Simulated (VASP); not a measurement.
A run of VASP 6.6.1 is set up as follows.

INCAR

```
ALGO = Fast
EDIFF = 1E-6
ENCUT = 520
GGA = PE
ISIF = 2
ISMEAR = 0
LASPH = T
LCHARG = T
LELF = T
LREAL = F
LVHAR = T
LWAVE = F
NBANDS = 12
NELM = 100
PREC = Accurate
SIGMA = 0.1
```

Contents of KPOINTS:

```
k-points
0
Gamma
  14 14 10
```

POSCAR

```
Al2As
1.0
    3.3704340489      0.0000000000      0.0000000000
    0.0000000000      3.3704340489      0.0000000000
    0.0000000000      0.0000000000      5.2956207621
Al As
2 1
Direct
    0.0000000000      0.0000000000      0.6195080683
    0.5000000000      0.5000000000      0.3251564955
    0.0000000000      0.0000000000      0.0999053462
```

Potentials or basis: VASP PAW PBE potentials, release 64 (Al, As).

Command:

```console
$ cat potpaw_PBE.64/Al/POTCAR potpaw_PBE.64/As/POTCAR > POTCAR
$ mpirun -np 1 vasp_std > vasp.out
```

Question: Estimate the largest force.

Answer: 0.016 eV/Å.

Question: Estimate the pressure.

Answer: 0.1 GPa.

Forces on the atoms (eV/Å):
```
Al   0.000  0.000 -0.013
Al   0.000  0.000  0.016
As   0.000  0.000 -0.003
```
